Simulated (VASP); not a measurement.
# AlRu (Pm-3m) in VASP: a series of runs, part 2 of 2

VASP 6.6.1. The steps go on from the part before.

**3. Relaxation of cell and atoms, PBEsol, target pressure 30 GPa, at which the enthalpy is minimised**

INCAR reads:

```
ALGO = Normal
EDIFF = 1E-6
EDIFFG = -0.02
ENCUT = 600
GGA = PS
IBRION = 2
ISIF = 3
ISMEAR = -1
LASPH = True
LCHARG = False
LREAL = False
LWAVE = False
NELM = 100
NSW = 80
PREC = Accurate
PSTRESS = 300.0
SIGMA = 0.05
```

KPOINTS reads:

```
k-points
0
Gamma
  9 9 9
```

POSCAR reads:

```
AlRu
1.0
    2.9916000000      0.0000000000      0.0000000000
    0.0000000000      2.9916000000      0.0000000000
    0.0000000000      0.0000000000      2.9916000000
Ru Al
1 1
Direct
    0.5000000000      0.5000000000      0.5000000000
    0.0000000000      0.0000000000      0.0000000000
```

Potentials or basis: VASP PAW PBE potentials, release 64 (Ru_pv, Al).

Command:

```sh
> cat potpaw_PBE.64/Ru_pv/POTCAR potpaw_PBE.64/Al/POTCAR > POTCAR
> mpirun -np 1 vasp_std > vasp.out
```

OUTCAR:

```text
EDIFF = 1E-6
   EDIFFG = -0.02
   ENCUT = 600
   GGA = PS
   IBRION = 2
   ISIF = 3
   ISMEAR = -1
   LASPH = True
   LREAL = False
   NELM = 100
   NSW = 80
   PREC = Accurate
   PSTRESS = 300.0

 ion  position               nearest neighbor table
   1  0.500  0.500  0.500-   2 2.59   2 2.59   2 2.59   2 2.59   2 2.59   2 2.59   2 2.59   2 2.59

   2  0.000  0.000  0.000-   1 2.59   1 2.59   1 2.59   1 2.59   1 2.59   1 2.59   1 2.59   1 2.59

  LATTYP: Found a simple cubic cell.
 ALAT       =     2.9916000000

  Lattice vectors:

 A1 = (   2.9916000000,   0.0000000000,   0.0000000000)
 A2 = (   0.0000000000,   2.9916000000,   0.0000000000)
 A3 = (   0.0000000000,   0.0000000000,   2.9916000000)

Analysis of symmetry for initial positions (statically):
=====================================================================
[... 338 lines left out ...]
 cond. band min:      12.3451869390   @ k =   0.4444   0.4444   0.1111
 fundamental gap:      0.0085902451
 Fermi energy:        12.3428957925

 k-point     1 :       0.0000    0.0000    0.0000
  band No.  band energies     occupation
      1     -29.3451      2.00000
      2     -29.3451      2.00000
      3     -29.3451      2.00000
      4       2.0123      2.00000
      5       8.1053      2.00000
      6       8.1053      2.00000
      7      12.6399      0.00525
      8      12.6399      0.00525
      9      12.6399      0.00525
     10      19.1306      0.00000
     11      19.1306      0.00000
     12      19.1306      0.00000
[... 331 lines left out ...]
 k-point    24 :       0.4444    0.3333    0.1111
  band No.  band energies     occupation
      1     -29.6298      2.00000
      2     -29.5517      2.00000
      3     -29.3321      2.00000
      4       5.9877      2.00000
      5       8.1756      2.00000
      6       9.5290      2.00000
      7      10.1539      2.00000
      8      11.5462      2.00000
      9      12.1041      1.98328
     10      15.0923      0.00000
     11      19.4335      0.00000
     12      20.6570      0.00000

 [... further k-points ...]
[... 5 lines left out ...]
  --------------------------------------------------------------------------------------
  -------------------------------------------------------------------------------------
  Total        4.4443084      4.4443084      4.4443084      0.0000000      0.0000000     -0.0000000
  in kB      300.7518527    300.7518527    300.7518527      0.0000000      0.0000000     -0.0000000
  external PRESSURE =       0.7518527 kB  Pullay stress =     300.0000000 kB
[... 21 lines left out ...]
  energy  without entropy=      -15.2839558153  energy(sigma->0) =      -15.29041369

  enthalpy is  TOTEN    =       -10.8636735436 eV   P V=        4.4331980292

 reached required accuracy - stopping structural energy minimisation
```

CONTCAR:

```text
AlRu
   1.00000000000000
     2.8714559152729260   -0.0000000000000000   -0.0000000000000000
     0.0000000000000000    2.8714559152729260   -0.0000000000000000
     0.0000000000000000    0.0000000000000000    2.8714559152729260
  Ru              Al
     1     1
Direct
     0.5000000000000000    0.5000000000000000    0.5000000000000000
     0.0000000000000000    0.0000000000000000    0.0000000000000000

  0.00000000E+00  0.00000000E+00  0.00000000E+00
  0.00000000E+00  0.00000000E+00  0.00000000E+00
```

It took 14 s on 1 thread of Intel Xeon 6975P-C (Granite Rapids), shared host; peak memory 0.15 GiB.

What came out:

```
Free energy                                            : -15.2969 eV
Relaxed volume                                         : 11.84 Å³/atom
Relaxed cell                                           : a = 2.871 Å, b = 2.871 Å, c = 2.871 Å, α = 90.00°, β = 90.00°, γ = 90.00°
Space group after relaxing (to 0.05 Å)                 : Pm-3m (No. 221)
Energy change on relaxing (the enthalpy is what falls) : +112.4 meV/atom
Ionic steps                                            : 5
Pressure after relaxing                                : 30.1 GPa
```

The path:
```csv
step,energy change (eV),largest force (eV/Å),pressure (GPa),volume (Å³)
1,0.0000,0.0000,-3.27,26.77
2,4.3763,0.0000,225.12,17.38
3,0.1652,0.0000,25.32,24.02
4,0.2046,0.0000,28.47,23.79
5,0.2248,0.0000,30.08,23.68
```

Final structure:
```xyz
2
Lattice="2.8715 0.0000 0.0000 0.0000 2.8715 0.0000 0.0000 0.0000 2.8715" Properties=species:S:1:pos:R:3 pbc="T T T"
Ru    1.4357    1.4357    1.4357
Al    0.0000    0.0000    0.0000
```

Levels at points of the mesh, in eV from the Fermi level:
```tsv
k point	band 5	band 6	band 7	band 8	band 9	band 10	band 11	band 12
(0.00, 0.00, 0.00)	-4.24	-4.24	0.30	0.30	0.30	6.79	6.79	6.79
```

Caveat: the cell is relaxed towards a set pressure, so the enthalpy falls and the energy may rise; the PAW data sets were made with another functional, which shifts forces and pressure a little.

**4. Single point, PBE**

This run uses another cell than the first one, of 12.09 Å³/atom, 0.903 times its volume.

INCAR reads:

```
PREC = Accurate
ENCUT = 520
EDIFF = 1E-6
ISMEAR = -1
SIGMA = 0.05
LREAL = F
LASPH = T
NELM = 100
ALGO = Fast
ISIF = 2
LWAVE = F
LCHARG = T
GGA = PE
LELF = T
LVHAR = T
NBANDS = 16
```

KPOINTS reads:

```
Automatic mesh
0
Gamma
  9 9 9
```

POSCAR reads:

```
AlRu
1.0
    2.8913043096      0.0000000000      0.0000000000
    0.0000000000      2.8913043096      0.0000000000
    0.0000000000      0.0000000000      2.8913043096
Ru Al
1 1
Direct
    0.5000000000      0.5000000000      0.5000000000
    0.0000000000      0.0000000000      0.0000000000
```

Command:

```sh
> cat potpaw_PBE.64/Ru_pv/POTCAR potpaw_PBE.64/Al/POTCAR > POTCAR
> mpirun -np 1 vasp_std > vasp.out
```

Run time: 6.4 s. Hardware: 1 thread of Intel Xeon Platinum 8488C (Sapphire Rapids), shared host; peak memory 0.14 GiB.

It converged, with:

```yaml
Free_energy: -14.0142 eV
Pressure: 29.9 GPa
```

Levels at points of the mesh, in eV from the Fermi level:
| k point | band 6 | band 7 | band 8 | band 9 | band 10 | band 11 | band 12 | band 13 |
| --- | --- | --- | --- | --- | --- | --- | --- | --- |
| (0.00, 0.00, 0.00) | -4.08 | 0.28 | 0.28 | 0.28 | 6.69 | 6.69 | 6.69 | 11.69 |

**5. Single point, PBE**

This run uses another cell than the first one, of 12.48 Å³/atom, 0.933 times its volume.

INCAR reads:

```
  PREC = Accurate
  ENCUT = 520
  EDIFF = 1E-7
  ISMEAR = -1
  SIGMA = 0.05
  LREAL = F
  LASPH = T
  NELM = 80
  ALGO = Normal
  ISIF = 2
  LWAVE = F
  LCHARG = F
  GGA = PE
  NBANDS = 16
```

KPOINTS reads:

```
regular mesh
0
Gamma
  9 9 9
```

POSCAR reads:

```
AlRu
1.0
    2.9228235315      0.0000000000      0.0000000000
    0.0000000000      2.9228235315      0.0000000000
    0.0000000000      0.0000000000      2.9228235315
Ru Al
1 1
Direct
    0.5000000000      0.5000000000      0.5000000000
    0.0000000000      0.0000000000      0.0000000000
```

Potentials or basis: VASP PAW PBE potentials, release 64 (Ru_pv, Al).

Command:

```sh
> cat potpaw_PBE.64/Ru_pv/POTCAR potpaw_PBE.64/Al/POTCAR > POTCAR
> mpirun -np 1 vasp_std > vasp.out
```

OUTCAR:

```text
PREC = Accurate
   ENCUT = 520
   EDIFF = 1E-7
   ISMEAR = -1
   LREAL = F
   LASPH = T
   NELM = 80
   ISIF = 2
   GGA = PE

 ion  position               nearest neighbor table
   1  0.500  0.500  0.500-   2 2.53   2 2.53   2 2.53   2 2.53   2 2.53   2 2.53   2 2.53   2 2.53

   2  0.000  0.000  0.000-   1 2.53   1 2.53   1 2.53   1 2.53   1 2.53   1 2.53   1 2.53   1 2.53

  LATTYP: Found a simple cubic cell.
 ALAT       =     2.9228235315

  Lattice vectors:

 A1 = (   2.9228235315,   0.0000000000,   0.0000000000)
[... 625 lines left out ...]
      3     -30.0708      2.00000
      4       5.5607      2.00000
      5       7.7088      2.00000
      6       9.0010      2.00000
[... 8 lines left out ...]
     15      25.4186      0.00000
     16      25.8317      0.00000

 [... further k-points ...]
[... 5 lines left out ...]
  --------------------------------------------------------------------------------------
  -------------------------------------------------------------------------------------
  Total        3.1179957      3.1179957      3.1179957      0.0000000      0.0000000      0.0000000
  in kB      200.0683092    200.0683092    200.0683092      0.0000000      0.0000000      0.0000000
  external PRESSURE =     200.0683092 kB  Pullay stress =       0.0000000 kB

 VOLUME and BASIS-vectors are now :
 -----------------------------------------------------------------------------
  energy-cutoff  :      520.00
  volume of cell :       24.97
      direct lattice vectors                 reciprocal lattice vectors
     2.922823532  0.000000000  0.000000000     0.342134922  0.000000000  0.000000000
     0.000000000  2.922823532  0.000000000     0.000000000  0.342134922  0.000000000
     0.000000000  0.000000000  2.922823532     0.000000000  0.000000000  0.342134922

 POSITION                                       TOTAL-FORCE (eV/Angst)
 -----------------------------------------------------------------------------------
      1.46141      1.46141      1.46141         0.000000      0.000000      0.000000
      0.00000      0.00000      0.00000         0.000000      0.000000      0.000000
 -----------------------------------------------------------------------------------
    total drift:                                0.000000     -0.000000     -0.000000

  FREE ENERGIE OF THE ION-ELECTRON SYSTEM (eV)
  ---------------------------------------------------
  free  energy   TOTEN  =       -14.1387205553 eV

  energy  without entropy=      -14.1246592846  energy(sigma->0) =      -14.13168992
```

OSZICAR:

```text
N       E                     dE             d eps       ncg     rms          rms(c)
DAV:   1     0.123231315790E+03    0.12323E+03   -0.92210E+03  1144   0.998E+02
DAV:   2    -0.128528346564E+02   -0.13608E+03   -0.12949E+03  1344   0.300E+02
DAV:   3    -0.148376050027E+02   -0.19848E+01   -0.19798E+01  1480   0.382E+01
DAV:   4    -0.148510783372E+02   -0.13473E-01   -0.13465E-01  1336   0.330E+00
DAV:   5    -0.148512559558E+02   -0.17762E-03   -0.17741E-03  1368   0.368E-01    0.143E+01
DAV:   6    -0.142114922332E+02    0.63976E+00   -0.21924E+00  1224   0.164E+01    0.258E+00
DAV:   7    -0.141549155854E+02    0.56577E-01   -0.14403E-01  1192   0.435E+00    0.243E+00
DAV:   8    -0.141391091242E+02    0.15806E-01   -0.16355E-02  1320   0.116E+00    0.204E-01
DAV:   9    -0.141387301719E+02    0.37895E-03   -0.82415E-04  1344   0.298E-01    0.142E-01
DAV:  10    -0.141387215653E+02    0.86066E-05   -0.42532E-05  1304   0.701E-02    0.187E-02
DAV:  11    -0.141387209954E+02    0.56993E-06   -0.10544E-06  1368   0.701E-03    0.552E-03
DAV:  12    -0.141387205740E+02    0.42140E-06   -0.56623E-08   896   0.241E-03    0.342E-04
DAV:  13    -0.141387205553E+02    0.18671E-07   -0.70998E-09   664   0.767E-04
   1 F= -.14138721E+02 E0= -.14131690E+02  d E =-.140613E-01
```

stdout:

```text
POSCAR found type information on POSCAR RuAl
 POSCAR found :  2 types and       2 ions
 scaLAPACK will be used
 LDA part: xc-table for (Slater+PW92), standard interpolation
 POSCAR, INCAR and KPOINTS ok, starting setup
 FFT: planning ... GRIDC
 FFT: planning ... GRID_SOFT
 FFT: planning ... GRID
 WAVECAR not read
 entering main loop
```

It took 6.3 s on 1 thread of Intel Xeon Platinum 8488C (Sapphire Rapids), shared host; peak memory 0.14 GiB.

What came out:

* Free energy: -14.1387 eV
* Pressure: 20.0 GPa

Levels at points of the mesh, in eV from the Fermi level:
```tsv
k point	band 6	band 7	band 8	band 9	band 10	band 11	band 12	band 13
(0.00, 0.00, 0.00)	-3.88	0.27	0.27	0.27	6.52	6.52	6.52	11.48
```

**6. Summary**

| task | level | cell | cutoff (eV) | gap on the mesh (eV) | pressure (GPa) |
| --- | --- | --- | --- | --- | --- |
| relaxation of cell and atoms | PBEsol | relaxed to 20 GPa from a = 2.992 Å, 2 atoms | 600 | none | 20.1 |
| relaxation of cell and atoms | PBEsol | relaxed to 30 GPa from a = 2.992 Å, 2 atoms | 600 | none | 30.1 |
| single point | PBE | a = 2.891 Å, 2 atoms | 520 | none | 29.9 |
| single point | PBE | a = 2.923 Å, 2 atoms | 520 | none | 20.0 |

Alike in all rows: potentials or basis VASP PAW PBE potentials, release 64 (Ru_pv, Al); no spin polarisation; k mesh 9 × 9 × 9; smearing fermi-dirac 0.05 eV.

Caveats: the cell is relaxed towards a set pressure, so the enthalpy falls and the energy may rise (some runs); the PAW data sets were made with another functional, which shifts forces and pressure a little (some runs).

Absolute energies hang on the potentials; compare differences alone.
